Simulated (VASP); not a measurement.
# CsI (Pm-3m) in VASP: a series of runs, part 2 of 2

VASP 6.6.1. The steps go on from the part before.

## Step 3: Single point, PBE (46.19 Å³/atom)

This run uses another cell than the first one, of 46.19 Å³/atom.

INCAR reads:

```
SYSTEM = CsI
ALGO     = Normal         ! electronic algorithm
EDIFF    = 1E-6           ! SCF threshold, eV
ENCUT    = 500            ! plane-wave cutoff, eV
GGA      = PE             ! functional
GGA_COMPAT= .FALSE.      
ISIF     = 2              ! what is computed and relaxed
ISMEAR   = -1             ! smearing method
LASPH    = .TRUE.         ! aspherical terms in the spheres
LCHARG   = .FALSE.        ! write CHGCAR
LREAL    = .FALSE.        ! projectors in reciprocal space
LWAVE    = .FALSE.        ! write WAVECAR
NBANDS   = 15             ! bands
NELM     = 120            ! most SCF steps
PREC     = Accurate       ! precision mode
SIGMA    = 0.01           ! smearing width, eV
```

KPOINTS reads:

```
k-points
0
G
  7 7 7
  0 0 0
```

POSCAR reads:

```
CsI
1.0
    4.5205685632      0.0000000000      0.0000000000
    0.0000000000      4.5205685632      0.0000000000
    0.0000000000      0.0000000000      4.5205685632
Cs I
1 1
Direct
    0.0000000000      0.0000000000      0.0000000000
    0.5000000000      0.5000000000      0.5000000000
```

Potentials or basis: VASP PAW PBE potentials, release 64 (Cs_sv, I).

Started as:

```console
$ cat potpaw_PBE.64/Cs_sv/POTCAR potpaw_PBE.64/I/POTCAR > POTCAR
$ mpirun -np 1 vasp_std > vasp.out
```

OUTCAR:

```text
SYSTEM = CsI
   EDIFF = 1E-6
   ENCUT = 500
   GGA = PE
   ISIF = 2
   ISMEAR = -1
   LASPH = .TRUE.
   LREAL = .FALSE.
   NELM = 120
   PREC = Accurate

 ion  position               nearest neighbor table
   1  0.000  0.000  0.000-
   2  0.500  0.500  0.500-

  LATTYP: Found a simple cubic cell.
 ALAT       =     4.5205685632

  Lattice vectors:

 A1 = (   4.5205685632,   0.0000000000,   0.0000000000)
 A2 = (   0.0000000000,   4.5205685632,   0.0000000000)
 A3 = (   0.0000000000,   0.0000000000,   4.5205685632)

Analysis of symmetry for initial positions (statically):
=====================================================================
 Subroutine PRICEL returns:
 Original cell was already a primitive cell.

 Routine SETGRP: Setting up the symmetry group for a
 simple cubic supercell.

 Subroutine GETGRP returns: Found 48 space group operations
 (whereof 48 operations were pure point group operations)
 out of a pool of 48 trial point group operations.

The static configuration has the point symmetry O_h .

Analysis of symmetry for dynamics (positions and initial velocities):
=====================================================================
 Subroutine PRICEL returns:
 Original cell was already a primitive cell.

 Routine SETGRP: Setting up the symmetry group for a
 simple cubic supercell.

 Subroutine GETGRP returns: Found 48 space group operations
 (whereof 48 operations were pure point group operations)
 out of a pool of 48 trial point group operations.

The dynamic configuration has the point symmetry O_h .

 Subroutine INISYM returns: Found 48 space group operations
 (whereof 48 operations are pure point group operations),
 and found     1 'primitive' translations

----------------------------------------------------------------------------------------
[... 113 lines left out ...]
   GGA     = PE    functional components
   LHFCALC =     F    Hartree Fock is set to
   AEXX    =    0.0000 exact exchange contribution
   IVDW    =     0    specifies the selected vdW correction
   LEPSILON=     F    determine dielectric tensor
   LRPA    =     F    only Hartree local field effects (RPA)
 non-spin polarized calculation
  energy-cutoff  :      500.00
  volume of cell :       92.38
 maximum number of plane-waves:      2363
 NGX is ok and might be reduce to    36
   NGX = 17   NGY = 17   NGZ = 17

 number of electron      16.0000000 magnetization

 Free energy of the ion-electron system (eV)
  ---------------------------------------------------
  ext. energy  EPLUGINS =         0.00000000
  ---------------------------------------------------
  free energy    TOTEN  =        -5.40919510 eV

  energy without entropy =       -5.40919510  energy(sigma->0) =       -5.40919510

 E-fermi :   1.2150     XC(G=0):  -7.8998

 val. band max:        0.9708614577   @ k =   0.4286   0.4286   0.0000
 cond. band min:       4.9771897556   @ k =   0.0000   0.0000   0.0000
 fundamental gap:      4.0063282980
 Fermi energy:         1.2150461707

 k-point     1 :       0.0000    0.0000    0.0000
  band No.  band energies     occupation
      1     -19.3560      2.00000
      2      -9.7083      2.00000
      3      -6.0524      2.00000
      4      -6.0524      2.00000
      5      -6.0524      2.00000
      6       0.9145      2.00000
      7       0.9145      2.00000
      8       0.9145      2.00000
      9       4.9772      0.00000
     10       5.1305      0.00000
     11       5.1305      0.00000
     12       8.8240      0.00000
     13       8.8240      0.00000
     14       8.8240      0.00000
[... 329 lines left out ...]
      2      -9.4285      2.00000
      3      -6.3257      2.00000
      4      -6.3156      2.00000
      5      -6.3156      2.00000
      6      -0.3200      2.00000
      7      -0.3200      2.00000
      8      -0.2344      2.00000
      9       7.5218      0.00000
     10       7.9814      0.00000
     11       7.9814      0.00000
     12       9.0683      0.00000
     13       9.0732      0.00000
     14       9.0732      0.00000
     15      11.0874      0.00000

------------------------ aborting loop because EDIFF is reached ----------------------------------------

  FORCE on cell =-STRESS in cart. coord.  units (eV):
  Direction    XX          YY          ZZ          XY          YZ          ZX
  --------------------------------------------------------------------------------------
  -------------------------------------------------------------------------------------
  Total        0.7204410      0.7204410      0.7204410      0.0000000      0.0000000     -0.0000000
  in kB       12.4948156     12.4948156     12.4948156      0.0000000      0.0000000     -0.0000000
  external PRESSURE =      12.4948156 kB  Pullay stress =       0.0000000 kB

 VOLUME and BASIS-vectors are now :
 -----------------------------------------------------------------------------
  energy-cutoff  :      500.00
  volume of cell :       92.38
      direct lattice vectors                 reciprocal lattice vectors
     4.520568563  0.000000000  0.000000000     0.221211112  0.000000000  0.000000000
     0.000000000  4.520568563  0.000000000     0.000000000  0.221211112  0.000000000
     0.000000000  0.000000000  4.520568563     0.000000000  0.000000000  0.221211112

 POSITION                                       TOTAL-FORCE (eV/Angst)
 -----------------------------------------------------------------------------------
      0.00000      0.00000      0.00000         0.000000      0.000000      0.000000
      2.26028      2.26028      2.26028         0.000000      0.000000      0.000000
 -----------------------------------------------------------------------------------
    total drift:                               -0.000000      0.000000      0.000000

  FREE ENERGIE OF THE ION-ELECTRON SYSTEM (eV)
  ---------------------------------------------------
  free  energy   TOTEN  =        -5.4091951042 eV

  energy  without entropy=       -5.4091951042  energy(sigma->0) =       -5.40919510
```

Run time: 14 s. Hardware: 1 thread of AMD EPYC 9R45 (Zen 5), shared host; peak memory 0.18 GiB.

What came out:

| Item | Value |
| --- | --- |
| Free energy | -5.4092 eV |
| Pressure | 1.2 GPa |
| Band gap on the k mesh | 4.01 eV (least direct gap 4.06 eV) |

Levels at points of the mesh, in eV from the valence-band top:
| k point | band 4 | band 5 | band 6 | band 7 | band 8 | band 9 | band 10 | band 11 | band 12 | band 13 |
| --- | --- | --- | --- | --- | --- | --- | --- | --- | --- | --- |
| (0.00, 0.00, 0.00) | -7.02 | -7.02 | -0.06 | -0.06 | -0.06 | 4.01 | 4.16 | 4.16 | 7.85 | 7.85 |

Caveat: spin-orbit coupling is left out, which moves the levels of the heavy elements; an odd mesh through Γ misses points on the zone boundary, where band edges can lie.

## Step 4: Single point, PBE (49.05 Å³/atom)

This run uses another cell than the first one, of 49.05 Å³/atom.

INCAR reads:

```
  PREC = Accurate
  ENCUT = 500
  EDIFF = 1E-6
  ISMEAR = -1
  SIGMA = 0.01
  LREAL = False
  LASPH = True
  NELM = 120
  ALGO = Normal
  ISIF = 2
  LWAVE = False
  LCHARG = False
  GGA = PE
  NBANDS = 15
  GGA_COMPAT = False
```

KPOINTS reads:

```
Automatic mesh
0
Gamma
  7 7 7
```

POSCAR reads:

```
CsI
1.0
    4.6119177922      0.0000000000      0.0000000000
    0.0000000000      4.6119177922      0.0000000000
    0.0000000000      0.0000000000      4.6119177922
Cs I
1 1
Direct
    0.0000000000      0.0000000000      0.0000000000
    0.5000000000      0.5000000000      0.5000000000
```

Started as:

```console
$ cat potpaw_PBE.64/Cs_sv/POTCAR potpaw_PBE.64/I/POTCAR > POTCAR
$ mpirun -np 1 vasp_std > vasp.out
```

Run time: 15 s. Hardware: 1 thread of AMD EPYC 9R45 (Zen 5), shared host; peak memory 0.18 GiB.

It converged, with:

```
Free energy            : -5.4381 eV
Pressure               : 0.4 GPa
Band gap on the k mesh : 3.80 eV (least direct gap 3.87 eV)
```

Levels at points of the mesh, in eV from the valence-band top:
| k point | band 5 | band 6 | band 7 | band 8 | band 9 | band 10 | band 11 | band 12 |
| --- | --- | --- | --- | --- | --- | --- | --- | --- |
| (0.00, 0.00, 0.00) | -7.11 | -0.07 | -0.07 | -0.07 | 3.80 | 4.25 | 4.25 | 7.72 |

Caveat: spin-orbit coupling is left out, which moves the levels of the heavy elements; an odd mesh through Γ misses points on the zone boundary, where band edges can lie.

## Step 5: Overview

| cell | gap on the mesh (eV) | pressure (GPa) |
| --- | --- | --- |
| a = 4.474 Å, 2 atoms | 4.11 | 1.8 |
| a = 4.521 Å, 2 atoms | 4.01 | 1.2 |
| a = 4.612 Å, 2 atoms | 3.80 | 0.4 |

Alike in all rows: task single point; level PBE; potentials or basis VASP PAW PBE potentials, release 64 (Cs_sv, I); no spin polarisation; k mesh 7 × 7 × 7; cutoff (eV) 500; smearing fermi-dirac 0.01 eV.

Caveats: spin-orbit coupling is left out, which moves the levels of the heavy elements; an odd mesh through Γ misses points on the zone boundary, where band edges can lie.

Total energies depend on the potentials used, so only differences within one code and one set of settings carry meaning.
